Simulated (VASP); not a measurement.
# Cd (R-3m) in VASP: single point with PBE

Aim: the single point of Cd with PBE.

Everything below comes from runs of VASP 6.6.1. Logs are shortened: lines on timing, memory, paths and dates and some standing lists are left out, and cuts for length are marked.

## 1. The cell of the first run

It takes space group R-3m (No. 166, trigonal). The conventional cell has a = 3.252 Å, b = 3.252 Å, c = 7.044 Å, α = 90.00°, β = 90.00°, γ = 120.00°. Cd (site symmetry -3m) has 12 Cd at 3.01 to 3.25 Å within 4.0 Å.

## 2. Single point, PBE (strained)

Contents of INCAR:

```
PREC     = Accurate       # precision mode
ENCUT    = 520            # plane-wave cutoff, eV
EDIFF    = 1E-6           # SCF threshold, eV
ISMEAR   = 0              # smearing method
SIGMA    = 0.1            # smearing width, eV
LREAL    = False          # projectors in reciprocal space
LASPH    = True           # aspherical terms in the spheres
NELM     = 100            # most SCF steps
ALGO     = Fast           # electronic algorithm
ISIF     = 2              # what is computed and relaxed
LWAVE    = False          # write WAVECAR
LCHARG   = False          # write CHGCAR
GGA      = PE             # functional
ISYM     = 0            
NBANDS   = 12             # bands
```

Contents of KPOINTS:

```
Automatic mesh
0
Gamma
  16 15 15
```

Contents of POSCAR:

```
Cd
1.0
    0.1774519800      2.1220816843      2.1220816843
    2.2995336643      0.0000000000      2.2995336643
    2.2995336643      2.2995336643      0.0000000000
Cd
1
Direct
    0.0000000000      0.0000000000      0.0000000000
```

Potentials or basis: VASP PAW PBE potentials, release 64 (Cd).

On the command line:

```sh
> cat potpaw_PBE.64/Cd/POTCAR > POTCAR
> mpirun -np 1 vasp_std > vasp.out
```

OUTCAR:

```text
PREC = Accurate
   ENCUT = 520
   EDIFF = 1E-6
   ISMEAR = 0
   LREAL = False
   LASPH = True
   NELM = 100
   ISIF = 2
   GGA = PE
   ISYM = 0

 ion  position               nearest neighbor table
   1  0.000  0.000  0.000-

IMPORTANT INFORMATION: All symmetrisations will be switched off!
NOSYMM: (Re-)initialisation of all symmetry stuff for point group C_1.

----------------------------------------------------------------------------------------

                                     Primitive cell

  volume of cell :      21.5042

  direct lattice vectors                    reciprocal lattice vectors
     0.177451980  2.122081684  2.122081684    -0.245898935  0.245898935  0.245898935
     2.299533664  0.000000000  2.299533664     0.226923239 -0.226923239  0.207947542
     2.299533664  2.299533664  0.000000000     0.226923239  0.207947542 -0.226923239

  length of vectors
     3.006318439  3.252031695  3.252031695     0.425909449  0.382400958  0.382400958

  position of ions in fractional coordinates (direct lattice)
     0.000000000  0.000000000  0.000000000

  ion indices of the primitive-cell ions
   primitive index   ion index
                 1           1

----------------------------------------------------------------------------------------

 KPOINTS: Automatic mesh

Automatic generation of k-mesh.
 Grid dimensions read from file:
 generate k-points for:   16   15   15

 Generating k-lattice:

  Cartesian coordinates                     Fractional coordinates (reciprocal lattice)
    -0.015368683  0.015368683  0.015368683     0.062500000  0.000000000  0.000000000
     0.015128216 -0.015128216  0.013863169    -0.000000000  0.066666667  0.000000000
     0.015128216  0.013863169 -0.015128216     0.000000000  0.000000000  0.066666667

  Length of vectors
     0.026619341  0.025493397  0.025493397

  Shift w.r.t. Gamma in fractional coordinates (k-lattice)
     0.000000000  0.000000000  0.000000000

 -----------------------------------------------------------------------------
|                                                                             |
|           W    W    AA    RRRRR   N    N  II  N    N   GGGG   !!!           |
|           W    W   A  A   R    R  NN   N  II  NN   N  G    G  !!!           |
|           W    W  A    A  R    R  N N  N  II  N N  N  G       !!!           |
|           W WW W  AAAAAA  RRRRR   N  N N  II  N  N N  G  GGG   !            |
|           WW  WW  A    A  R   R   N   NN  II  N   NN  G    G                |
|           W    W  A    A  R    R  N    N  II  N    N   GGGG   !!!           |
|                                                                             |
|     Your reciprocal lattice and k-lattice belong to different lattice       |
|     classes:                                                                |
|                                                                             |
|        The reciprocal lattice is rhombohedral (trigonal),                   |
|        whereas your k-lattice is base-centered monoclinic.                  |
|                                                                             |
|     Results are often still useful ...                                      |
|                                                                             |
 -----------------------------------------------------------------------------

 WARNING: IBZKPT: internal override: KBLOWUP is changed to .FALSE.
      ... skipping the blow-up phase ...

 Subroutine IBZKPT returns following result:
 ===========================================

 Found   1801 irreducible k-points:

 Following reciprocal coordinates:
            Coordinates               Weight
  0.000000  0.000000  0.000000      1.000000
  0.062500  0.000000  0.000000      2.000000
  0.125000  0.000000  0.000000      2.000000
  0.187500  0.000000  0.000000      2.000000
  0.250000  0.000000  0.000000      2.000000
  0.312500  0.000000  0.000000      2.000000
[... 16 lines left out ...]
 -0.187500  0.066667  0.000000      2.000000
 -0.125000  0.066667  0.000000      2.000000
 [... further k-points ...]
   k-points           NKPTS =   1801   k-points in BZ     NKDIM =   1801   number of bands    NBANDS=     12
   number of dos      NEDOS =    301   number of ions     NIONS =      1
   total plane-waves  NPLWV =  13824
   dimension x,y,z NGX =    24 NGY =   24 NGZ =   24
   dimension x,y,z NGXF=    48 NGYF=   48 NGZF=   48
   ions per type =               1
   NGX,Y,Z   is equivalent  to a cutoff of  13.27, 12.27, 12.27 a.u.
   NGXF,Y,Z  is equivalent  to a cutoff of  26.54, 24.54, 24.54 a.u.
 SYSTEM =  unknown system
   PREC   = accura    normal or accurate (medium, high low for compatibility)
   ISTART =      0    job   : 0-new  1-cont  2-samecut
   ICHARG =      2    charge: 1-file 2-atom 10-const
   ISPIN  =      1    spin polarized calculation?
   LNONCOLLINEAR =      F non collinear calculations
   LSORBIT =      F    spin-orbit coupling
   LASPH  =      T    aspherical Exc in radial PAW
   ENCUT  =  520.0 eV  38.22 Ry    6.18 a.u.   5.59  6.05  6.05*2*pi/ulx,y,z
   NELM   =    100;   NELMIN=  2; NELMDL= -5     # of ELM steps
   EDIFF  = 0.1E-05   stopping-criterion for ELM
   LREAL  =      F    real-space projection
   EDIFFG = 0.1E-04   stopping-criterion for IOM
   NSW    =      0    number of steps for IOM
   IBRION =     -1    ionic relax: 0-MD 1-quasi-New 2-CG
   NFREE  =      0    steps in history (QN), initial steepest desc. (CG)
   ISIF   =      2    stress and relaxation
   ISYM   =      0    0-nonsym 1-usesym 2-fastsym
   POTIM  = 0.5000    time-step for ionic-motion
   TEBEG  =    0.0;   TEEND  =   0.0 temperature during run
   PSTRESS=    0.0 pullay stress
   NELECT =      12.0000    total number of electrons
   NUPDOWN=      -1.0000    fix difference up-down
   EMIN   =  10.00;   EMAX   =-10.00  energy-range for DOS
   EFERMI =   0.00;   METHOD = LEGACY
   ISMEAR =     0;   SIGMA  =   0.10  broadening in eV -4-tet -1-fermi 0-gaus
   EFERMI_NEDOS =   21; number of points for ismear=-14 and -15
   IALGO  =     68    algorithm
   IMIX   =      4    mixing-type and parameters
     AMIX     =   0.40;   BMIX     =  1.00
     AMIX_MAG =   1.60;   BMIX_MAG =  1.00
  volume/ion in A,a.u.               =      21.50       145.12
  Fermi-wavevector in a.u.,A,eV,Ry     =   1.347807  2.546985 24.716111  1.816583
  Thomas-Fermi vector in A             =   2.475527
   LORBIT       =      0    0 simple, 1 ext, 2 COOP (PROOUT), +10 PAW based schemes
   GGA     = PE    functional components
   LHFCALC =     F    Hartree Fock is set to
   AEXX    =    0.0000 exact exchange contribution
   IVDW    =     0    specifies the selected vdW correction
   LEPSILON=     F    determine dielectric tensor
   LRPA    =     F    only Hartree local field effects (RPA)
 non-spin polarized calculation
 RMM-DIIS sequential band-by-band and
 Gauss-broadening in eV      SIGMA  =   0.10
  energy-cutoff  :      520.00
  volume of cell :       21.50
 maximum number of plane-waves:       591
   NGX = 11   NGY = 13   NGZ = 13

 number of electron      11.9999998 magnetization

 Free energy of the ion-electron system (eV)
  ---------------------------------------------------
  ext. energy  EPLUGINS =         0.00000000
  ---------------------------------------------------
  free energy    TOTEN  =        -0.72329309 eV

  energy without entropy =       -0.72156958  energy(sigma->0) =       -0.72243134

 E-fermi :   2.8946     XC(G=0): -11.0568

 val. band max:        2.8934536364   @ k =  -0.1250  -0.2667   0.3333
 cond. band min:       2.8985783319   @ k =  -0.3750   0.4000   0.0000
 fundamental gap:      0.0051246956
 Fermi energy:         2.8945634472

 k-point     1 :       0.0000    0.0000    0.0000
  band No.  band energies     occupation
      1      -6.4466      2.00000
      2      -6.4458      2.00000
      3      -6.1038      2.00000
      4      -5.8422      2.00000
      5      -5.7253      2.00000
      6      -5.7249      2.00000
      7      16.1391      0.00000
      8      16.7511      0.00000
      9      16.7512      0.00000
     10      20.3739      0.00000
     11      20.3744      0.00000
     12      21.4013      0.00000

 k-point     2 :       0.0625    0.0000    0.0000
  band No.  band energies     occupation
      1      -6.4106      2.00000
      2      -6.4098      2.00000
      3      -6.0431      2.00000
      4      -5.8050      2.00000
      5      -5.7431      2.00000
      6      -5.7427      2.00000
      7      16.1494      0.00000
      8      16.5254      0.00000
      9      16.5254      0.00000
     10      20.1357      0.00000
     11      20.7578      0.00000
     12      20.7582      0.00000

 k-point     3 :       0.1250    0.0000    0.0000
  band No.  band energies     occupation
      1      -6.3099      2.00000
      2      -6.3091      2.00000
      3      -6.0719      2.00000
      4      -5.7902      2.00000
      5      -5.7898      2.00000
      6      -5.4768      2.00000
      7      16.0302      0.00000
      8      16.0304      0.00000
      9      16.1468      0.00000
     10      17.3709      0.00000
     11      21.1647      0.00000
     12      21.6798      0.00000
[... 286 lines left out ...]
 k-point    23 :      -0.1875    0.0667    0.0000
  band No.  band energies     occupation
      1      -6.2765      2.00000
      2      -6.1442      2.00000
      3      -6.0995      2.00000
      4      -5.9195      2.00000
      5      -5.7923      2.00000
      6      -4.4064      2.00000
      7      13.1747      0.00000
      8      13.6356      0.00000
      9      16.6838      0.00000
     10      16.7778      0.00000
     11      19.6015      0.00000
     12      20.1706      0.00000

 k-point    24 :      -0.1250    0.0667    0.0000
  band No.  band energies     occupation
      1      -6.2885      2.00000
      2      -6.2859      2.00000
      3      -6.0647      2.00000
      4      -5.8508      2.00000
      5      -5.7822      2.00000
      6      -5.1524      2.00000
      7      13.7186      0.00000
      8      16.3961      0.00000
      9      16.8878      0.00000
     10      17.1053      0.00000
     11      20.1452      0.00000
     12      21.2709      0.00000

 [... further k-points ...]

------------------------ aborting loop because EDIFF is reached ----------------------------------------

  FORCE on cell =-STRESS in cart. coord.  units (eV):
  Direction    XX          YY          ZZ          XY          YZ          ZX
  --------------------------------------------------------------------------------------
  -------------------------------------------------------------------------------------
  Total        0.5189650      0.5475592      0.5475592     -0.1171882      0.1053362     -0.1171882
  in kB       38.6656892     40.7961147     40.7961125     -8.7311524      7.8481142     -8.7311534
  external PRESSURE =      40.0859722 kB  Pullay stress =       0.0000000 kB

 VOLUME and BASIS-vectors are now :
 -----------------------------------------------------------------------------
  energy-cutoff  :      520.00
  volume of cell :       21.50
      direct lattice vectors                 reciprocal lattice vectors
     0.177451980  2.122081684  2.122081684    -0.245898935  0.245898935  0.245898935
     2.299533664  0.000000000  2.299533664     0.226923239 -0.226923239  0.207947542
     2.299533664  2.299533664  0.000000000     0.226923239  0.207947542 -0.226923239

 POSITION                                       TOTAL-FORCE (eV/Angst)
 -----------------------------------------------------------------------------------
      0.00000      0.00000      0.00000        -0.000000     -0.000000     -0.000000
 -----------------------------------------------------------------------------------
    total drift:                               -0.000000     -0.000000     -0.000000

  FREE ENERGIE OF THE ION-ELECTRON SYSTEM (eV)
  ---------------------------------------------------
  free  energy   TOTEN  =        -0.7232930899 eV

  energy  without entropy=       -0.7215695809  energy(sigma->0) =       -0.72243134
```

It took 5 min on 1 thread of Intel Xeon 8259CL, shared host; peak memory 0.52 GiB.

What came out:

```
Free energy            : -0.7233 eV
Pressure               : 4.0 GPa
Band gap on the k mesh : zero (bands 6 and 7 overlap by 3.20 eV)
```

Levels at points of the mesh, in eV from the Fermi level:
| k point | band 3 | band 4 | band 5 | band 6 | band 7 | band 8 | band 9 | band 10 |
| --- | --- | --- | --- | --- | --- | --- | --- | --- |
| (0.00, 0.00, 0.00) | -9.00 | -8.74 | -8.62 | -8.62 | 13.24 | 13.86 | 13.86 | 17.48 |
| (0.50, 0.00, 0.00) | -9.19 | -8.18 | -8.17 | -1.58 | 0.37 | 10.95 | 10.96 | 12.03 |

Caveat: the cell differs from its parent crystal (strained); the cell stands under pressure.
